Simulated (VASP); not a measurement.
# Ni (Fm-3m) in VASP: a series of runs

Ni is run at these levels: LDA; tasks: single point, relaxation of cell and atoms.

All numbers are computed with VASP 6.6.1; they aren't measurements. Logs are shortened: lines on timing, memory, paths and dates and some standing lists are left out, and cuts for length are marked.

### Step 1. The cell of the first run

Symmetry: Fm-3m, No. 225, cubic system. Conventional cell: a = 3.024 Å, b = 3.024 Å, c = 3.024 Å, α = 90.00°, β = 90.00°, γ = 90.00°. Within 2.8 Å of Ni (site symmetry m-3m) lie 12 Ni at 2.14 Å.

### Step 2. Single point, LDA, collinear spin, ferromagnetic start

The input, INCAR:

```
PREC     = Accurate       # precision mode
ENCUT    = 520            # plane-wave cutoff, eV
EDIFF    = 1E-7           # SCF threshold, eV
ISMEAR   = -1             # smearing method
SIGMA    = 0.1            # smearing width, eV
LREAL    = F              # projectors in reciprocal space
LASPH    = T              # aspherical terms in the spheres
NELM     = 150            # most SCF steps
ALGO     = Normal         # electronic algorithm
ISIF     = 2              # what is computed and relaxed
LWAVE    = F              # write WAVECAR
LCHARG   = F              # write CHGCAR
ISPIN    = 2              # spin polarisation
MAGMOM   = 1              # initial moments
LORBIT   = 11             # projections on sites
LMAXMIX  = 4              # l up to which the mixer works
GGA      = CA             # functional
NBANDS   = 15             # bands
```

The input, KPOINTS:

```
Automatic mesh
0
Gamma
  22 22 22
```

The input, POSCAR:

```
Ni
1.0
    0.0000000000      1.5117632088      1.5117632088
    1.5117632088      0.0000000000      1.5117632088
    1.5117632088      1.5117632088      0.0000000000
Ni
1
Direct
    0.0000000000      0.0000000000      0.0000000000
```

Potentials or basis: VASP PAW LDA potentials, release 64 (Ni).

Started as:

```bash
> cat potpaw_LDA.64/Ni/POTCAR > POTCAR
> mpirun -np 1 vasp_std > vasp.out
```

OUTCAR:

```text
PREC = Accurate
   ENCUT = 520
   EDIFF = 1E-7
   ISMEAR = -1
   LREAL = F
   LASPH = T
   NELM = 150
   ISIF = 2
   ISPIN = 2
   LORBIT = 11
   GGA = CA

 ion  position               nearest neighbor table
   1  0.000  0.000  0.000-

  LATTYP: Found a face centered cubic cell.
 ALAT       =     3.0235264176

  Lattice vectors:

 A1 = (   0.0000000000,   1.5117632088,   1.5117632088)
 A2 = (   1.5117632088,   0.0000000000,   1.5117632088)
 A3 = (   1.5117632088,   1.5117632088,   0.0000000000)

Analysis of symmetry for initial positions (statically):
=====================================================================
 Subroutine PRICEL returns:
 Original cell was already a primitive cell.

 Routine SETGRP: Setting up the symmetry group for a
 face centered cubic supercell.

 Subroutine GETGRP returns: Found 48 space group operations
 (whereof 48 operations were pure point group operations)
 out of a pool of 48 trial point group operations.

The static configuration has the point symmetry O_h .

Analysis of symmetry for dynamics (positions and initial velocities):
=====================================================================
 Subroutine PRICEL returns:
 Original cell was already a primitive cell.

 Routine SETGRP: Setting up the symmetry group for a
 face centered cubic supercell.

 Subroutine GETGRP returns: Found 48 space group operations
 (whereof 48 operations were pure point group operations)
 out of a pool of 48 trial point group operations.

The dynamic configuration has the point symmetry O_h .

Analysis of structural, dynamic, and magnetic symmetry:
=====================================================================
 Subroutine PRICEL returns:
 Original cell was already a primitive cell.

 Routine SETGRP: Setting up the symmetry group for a
 face centered cubic supercell.

 Subroutine GETGRP returns: Found 48 space group operations
 (whereof 48 operations were pure point group operations)
 out of a pool of 48 trial point group operations.

The overall configuration has the point symmetry O_h .

 Subroutine INISYM returns: Found 48 space group operations
 (whereof 48 operations are pure point group operations),
 and found     1 'primitive' translations

----------------------------------------------------------------------------------------

                                     Primitive cell

  volume of cell :       6.9101

  direct lattice vectors                    reciprocal lattice vectors
     0.000000000  1.511763209  1.511763209    -0.330739627  0.330739627  0.330739627
     1.511763209  0.000000000  1.511763209     0.330739627 -0.330739627  0.330739627
     1.511763209  1.511763209  0.000000000     0.330739627  0.330739627 -0.330739627

  length of vectors
     2.137956033  2.137956033  2.137956033     0.572857838  0.572857838  0.572857838

  position of ions in fractional coordinates (direct lattice)
     0.000000000  0.000000000  0.000000000

  ion indices of the primitive-cell ions
   primitive index   ion index
                 1           1

----------------------------------------------------------------------------------------

 KPOINTS: Automatic mesh

Automatic generation of k-mesh.
 Grid dimensions read from file:
 generate k-points for:   22   22   22

 Generating k-lattice:

  Cartesian coordinates                     Fractional coordinates (reciprocal lattice)
    -0.015033619  0.015033619  0.015033619     0.045454545  0.000000000  0.000000000
     0.015033619 -0.015033619  0.015033619     0.000000000  0.045454545  0.000000000
     0.015033619  0.015033619 -0.015033619     0.000000000  0.000000000  0.045454545

  Length of vectors
     0.026038993  0.026038993  0.026038993

  Shift w.r.t. Gamma in fractional coordinates (k-lattice)
     0.000000000  0.000000000  0.000000000

 Subroutine IBZKPT returns following result:
 ===========================================

 Found    328 irreducible k-points:

 Following reciprocal coordinates:
            Coordinates               Weight
  0.000000  0.000000  0.000000      1.000000
  0.045455  0.000000  0.000000      8.000000
  0.090909  0.000000  0.000000      8.000000
  0.136364  0.000000  0.000000      8.000000
  0.181818  0.000000  0.000000      8.000000
  0.227273  0.000000  0.000000      8.000000
[... 16 lines left out ...]
  0.500000  0.045455  0.000000     24.000000
 -0.454545  0.045455  0.000000     24.000000
 [... further k-points ...]
   k-points           NKPTS =    328   k-points in BZ     NKDIM =    328   number of bands    NBANDS=     15
   number of dos      NEDOS =    301   number of ions     NIONS =      1
   total plane-waves  NPLWV =   4096
   dimension x,y,z NGX =    16 NGY =   16 NGZ =   16
   dimension x,y,z NGXF=    32 NGYF=   32 NGZF=   32
   ions per type =               1
   NGX,Y,Z   is equivalent  to a cutoff of  12.44, 12.44, 12.44 a.u.
   NGXF,Y,Z  is equivalent  to a cutoff of  24.88, 24.88, 24.88 a.u.
 SYSTEM =  unknown system
   PREC   = accura    normal or accurate (medium, high low for compatibility)
   ISTART =      0    job   : 0-new  1-cont  2-samecut
   ICHARG =      2    charge: 1-file 2-atom 10-const
   ISPIN  =      2    spin polarized calculation?
   LNONCOLLINEAR =      F non collinear calculations
   LSORBIT =      F    spin-orbit coupling
   LASPH  =      T    aspherical Exc in radial PAW
   ENCUT  =  520.0 eV  38.22 Ry    6.18 a.u.   3.98  3.98  3.98*2*pi/ulx,y,z
   NELM   =    150;   NELMIN=  2; NELMDL= -5     # of ELM steps
   EDIFF  = 0.1E-06   stopping-criterion for ELM
   LREAL  =      F    real-space projection
   EDIFFG = 0.1E-05   stopping-criterion for IOM
   NSW    =      0    number of steps for IOM
   IBRION =     -1    ionic relax: 0-MD 1-quasi-New 2-CG
   NFREE  =      0    steps in history (QN), initial steepest desc. (CG)
   ISIF   =      2    stress and relaxation
   ISYM   =      2    0-nonsym 1-usesym 2-fastsym
   POTIM  = 0.5000    time-step for ionic-motion
   TEBEG  =    0.0;   TEEND  =   0.0 temperature during run
   PSTRESS=    0.0 pullay stress
   NELECT =      10.0000    total number of electrons
   NUPDOWN=      -1.0000    fix difference up-down
   EMIN   =  10.00;   EMAX   =-10.00  energy-range for DOS
   EFERMI =   0.00;   METHOD = LEGACY
   ISMEAR =    -1;   SIGMA  =   0.10  broadening in eV -4-tet -1-fermi 0-gaus
   EFERMI_NEDOS =   21; number of points for ismear=-14 and -15
   IALGO  =     38    algorithm
   IMIX   =      4    mixing-type and parameters
     AMIX     =   0.40;   BMIX     =  1.00
     AMIX_MAG =   1.60;   BMIX_MAG =  1.00
  volume/ion in A,a.u.               =       6.91        46.63
  Fermi-wavevector in a.u.,A,eV,Ry     =   1.851744  3.499290 46.653801  3.428958
  Thomas-Fermi vector in A             =   2.901646
   LORBIT       =     11    0 simple, 1 ext, 2 COOP (PROOUT), +10 PAW based schemes
   GGA     = CA    functional components
   LHFCALC =     F    Hartree Fock is set to
   AEXX    =    0.0000 exact exchange contribution
   IVDW    =     0    specifies the selected vdW correction
   LEPSILON=     F    determine dielectric tensor
   LRPA    =     F    only Hartree local field effects (RPA)
 spin polarized calculation
  energy-cutoff  :      520.00
  volume of cell :        6.91
 maximum number of plane-waves:       198
   NGX =  7   NGY =  7   NGZ =  7

 number of electron      10.0000000 magnetization       1.0000000

 number of electron       9.9999995 magnetization       0.2846899

 Free energy of the ion-electron system (eV)
  ---------------------------------------------------
  ext. energy  EPLUGINS =         0.00000000
  ---------------------------------------------------
  free energy    TOTEN  =        -5.03677021 eV

  energy without entropy =       -4.98474955  energy(sigma->0) =       -5.01075988

 E-fermi :  17.3713     XC(G=0): -16.5189

 val. band max:       17.3686535915   @ k =  -0.4091   0.2273   0.0909
 cond. band min:      17.3727512641   @ k =   0.4545   0.2273   0.0455
 fundamental gap:      0.0040976726
 Fermi energy:        17.3713116787

 spin component 1

 k-point     1 :       0.0000    0.0000    0.0000
  band No.  band energies     occupation
      1       4.8454      1.00000
      2      13.5123      1.00000
      3      13.5123      1.00000
      4      13.5123      1.00000
      5      15.7400      1.00000
      6      15.7400      1.00000
      7      44.6026      0.00000
      8      52.2503      0.00000
      9      52.2503      0.00000
     10      52.2503      0.00000
     11      58.6684      0.00000
     12      58.6684      0.00000
     13      58.6684      0.00000
     14      58.9047      0.00000
     15      62.1859      0.00000

 k-point     2 :       0.0455    0.0000    0.0000
  band No.  band energies     occupation
      1       4.9614      1.00000
      2      13.4655      1.00000
      3      13.5484      1.00000
      4      13.5484      1.00000
      5      15.7211      1.00000
      6      15.7211      1.00000
      7      44.5728      0.00000
      8      50.9643      0.00000
      9      52.2213      0.00000
     10      52.2213      0.00000
     11      58.5920      0.00000
     12      58.7592      0.00000
     13      58.7592      0.00000
     14      60.2169      0.00000
     15      62.2576      0.00000
[... 365 lines left out ...]
      3      13.4727      1.00000
      4      15.6919      1.00000
      5      17.1843      0.86642
      6      17.8721      0.00664
      7      27.5045      0.00000
      8      42.7922      0.00000
      9      49.7920      0.00000
     10      49.8569      0.00000
     11      54.9535      0.00000
     12      55.0094      0.00000
     13      60.8280      0.00000
     14      66.4578      0.00000
     15      76.8963      0.00000

 k-point    24 :      -0.4545    0.0455    0.0000
  band No.  band energies     occupation
      1       9.4180      1.00000
      2      13.3452      1.00000
      3      13.4730      1.00000
      4      15.6275      1.00000
      5      17.0985      0.93866
      6      17.8522      0.00809
      7      27.6880      0.00000
      8      42.8096      0.00000
      9      49.4428      0.00000
     10      50.3973      0.00000
     11      54.6206      0.00000
     12      55.2606      0.00000
     13      60.8336      0.00000
     14      66.3257      0.00000
     15      76.6168      0.00000

 [... further k-points ...]

 spin component 2

 k-point     1 :       0.0000    0.0000    0.0000
  band No.  band energies     occupation
      1       4.8863      1.00000
      2      13.8043      1.00000
      3      13.8043      1.00000
      4      13.8043      1.00000
      5      16.0152      1.00000
      6      16.0152      1.00000
      7      44.6231      0.00000
      8      52.2811      0.00000
      9      52.2811      0.00000
     10      52.2811      0.00000
     11      58.7764      0.00000
     12      58.7764      0.00000
     13      58.7764      0.00000
     14      58.9840      0.00000
     15      62.8255      0.00000

 k-point     2 :       0.0455    0.0000    0.0000
  band No.  band energies     occupation
      1       5.0024      1.00000
      2      13.7561      1.00000
      3      13.8408      1.00000
      4      13.8408      1.00000
      5      15.9960      1.00000
      6      15.9960      1.00000
      7      44.5979      0.00000
      8      51.0003      0.00000
      9      52.2559      0.00000
     10      52.2559      0.00000
     11      58.6788      0.00000
     12      58.8634      0.00000
     13      58.8634      0.00000
     14      60.3622      0.00000
     15      62.8435      0.00000
[... 365 lines left out ...]
      3      13.7339      1.00000
      4      15.8223      1.00000
      5      17.5054      0.20739
      6      18.1090      0.00063
      7      27.7107      0.00000
      8      42.8112      0.00000
      9      49.8713      0.00000
     10      49.9349      0.00000
     11      55.0372      0.00000
     12      55.0931      0.00000
     13      61.4156      0.00000
     14      66.6527      0.00000
     15      77.0107      0.00000

 k-point    24 :      -0.4545    0.0455    0.0000
  band No.  band energies     occupation
      1       9.6009      1.00000
      2      13.6014      1.00000
      3      13.7341      1.00000
      4      15.7521      1.00000
      5      17.4185      0.38422
      6      18.0994      0.00069
      7      27.8909      0.00000
      8      42.8294      0.00000
      9      49.5214      0.00000
     10      50.4750      0.00000
     11      54.7071      0.00000
     12      55.3424      0.00000
     13      61.4181      0.00000
     14      66.5224      0.00000
     15      76.7322      0.00000

 [... further k-points ...]
[... 5 lines left out ...]
  --------------------------------------------------------------------------------------
  -------------------------------------------------------------------------------------
  Total        9.9256833      9.9256833      9.9256833     -0.0000000      0.0000000     -0.0000000
  in kB     2301.3871586   2301.3871586   2301.3871586     -0.0000000      0.0000000     -0.0000000
  external PRESSURE =    2301.3871586 kB  Pullay stress =       0.0000000 kB

 VOLUME and BASIS-vectors are now :
 -----------------------------------------------------------------------------
  energy-cutoff  :      520.00
  volume of cell :        6.91
      direct lattice vectors                 reciprocal lattice vectors
     0.000000000  1.511763209  1.511763209    -0.330739627  0.330739627  0.330739627
     1.511763209  0.000000000  1.511763209     0.330739627 -0.330739627  0.330739627
     1.511763209  1.511763209  0.000000000     0.330739627  0.330739627 -0.330739627

 POSITION                                       TOTAL-FORCE (eV/Angst)
 -----------------------------------------------------------------------------------
      0.00000      0.00000      0.00000        -0.000000     -0.000000     -0.000000
 -----------------------------------------------------------------------------------
    total drift:                                0.000000      0.000000      0.000000

  FREE ENERGIE OF THE ION-ELECTRON SYSTEM (eV)
  ---------------------------------------------------
  free  energy   TOTEN  =        -5.0367702120 eV

  energy  without entropy=       -4.9847495526  energy(sigma->0) =       -5.01075988

 total charge

# of ion       s       p       d       tot
------------------------------------------
    1        0.760   1.067   8.766  10.594

 magnetization (x)

# of ion       s       p       d       tot
------------------------------------------
    1       -0.003  -0.010   0.286   0.273
```

It took 28 s on 1 thread of Intel Xeon Platinum 8488C (Sapphire Rapids), shared host; peak memory 0.16 GiB.

What came out:

```
Free energy  : -5.0368 eV
Pressure     : 230.1 GPa
Net moment   : 0.28 μB per cell
Site moments : Ni +0.27 μB
```

Levels at points of the mesh, in eV from the Fermi level:
Spin up:
| k point | band 2 | band 3 | band 4 | band 5 | band 6 | band 7 | band 8 | band 9 |
| --- | --- | --- | --- | --- | --- | --- | --- | --- |
| (0.00, 0.00, 0.00) | -3.86 | -3.86 | -3.86 | -1.63 | -1.63 | 27.23 | 34.88 | 34.88 |
| (0.50, 0.00, 0.00) | -3.96 | -3.96 | -1.02 | -0.19 | -0.19 | 10.07 | 25.56 | 33.35 |
| (0.50, 0.50, 0.00) | -7.41 | -0.19 | 0.16 | 0.16 | 3.06 | 14.30 | 19.61 | 19.61 |
Spin down:
| k point | band 3 | band 4 | band 5 | band 6 | band 7 | band 8 |
| --- | --- | --- | --- | --- | --- | --- |
| (0.00, 0.00, 0.00) | -3.57 | -3.57 | -1.36 | -1.36 | 27.25 | 34.91 |
| (0.50, 0.00, 0.00) | -3.70 | -0.98 | 0.13 | 0.13 | 10.28 | 25.57 |
| (0.50, 0.50, 0.00) | 0.10 | 0.51 | 0.51 | 3.12 | 14.46 | 19.66 |

### Step 3. Single point, LDA, collinear spin, ferromagnetic start

The input, INCAR:

```
  PREC = Accurate
  ENCUT = 520
  EDIFF = 1E-6
  ISMEAR = -1
  SIGMA = 0.1
  LREAL = F
  LASPH = T
  NELM = 150
  ALGO = Normal
  ISIF = 2
  LWAVE = F
  LCHARG = T
  ISPIN = 2
  MAGMOM = 1
  LORBIT = 11
  LMAXMIX = 4
  LELF = T
  LVHAR = T
  NBANDS = 15
```

The input, KPOINTS:

```
regular mesh
0
Gamma
  22 22 22
```

The input, POSCAR:

```
Ni
1.0
    0.0000000000      1.5119127676      1.5119127676
    1.5119127676      0.0000000000      1.5119127676
    1.5119127676      1.5119127676      0.0000000000
Ni
1
Direct
    0.0000000000      0.0000000000      0.0000000000
```

Potentials or basis: VASP PAW LDA potentials, release 64 (Ni).

Started as:

```bash
> cat potpaw_LDA.64/Ni/POTCAR > POTCAR
> mpirun -np 1 vasp_std > vasp.out
```

It took 29 s on 1 thread of Intel Xeon Platinum 8488C (Sapphire Rapids), shared host; peak memory 0.16 GiB.

Results (log left out):

```yaml
Free_energy: -5.0397 eV
Pressure: 229.8 GPa
Net_moment: 0.29 μB per cell
Site_moments: Ni +0.27 μB
```

Levels at points of the mesh, in eV from the Fermi level:
Spin up:
| k point | band 3 | band 4 | band 5 | band 6 | band 7 | band 8 |
| --- | --- | --- | --- | --- | --- | --- |
| (0.00, 0.00, 0.00) | -3.86 | -3.86 | -1.63 | -1.63 | 27.23 | 34.87 |
| (0.50, 0.00, 0.00) | -3.96 | -1.02 | -0.19 | -0.19 | 10.07 | 25.56 |
| (0.50, 0.50, 0.00) | -0.19 | 0.16 | 0.16 | 3.06 | 14.29 | 19.60 |
Spin down:
```csv
k point,band 3,band 4,band 5,band 6,band 7,band 8
"(0.00, 0.00, 0.00)",-3.57,-3.57,-1.36,-1.36,27.25,34.91
"(0.50, 0.00, 0.00)",-3.70,-0.98,0.13,0.13,10.28,25.57
"(0.50, 0.50, 0.00)",0.10,0.51,0.51,3.12,14.46,19.66
```

[end of part 1 of 2]
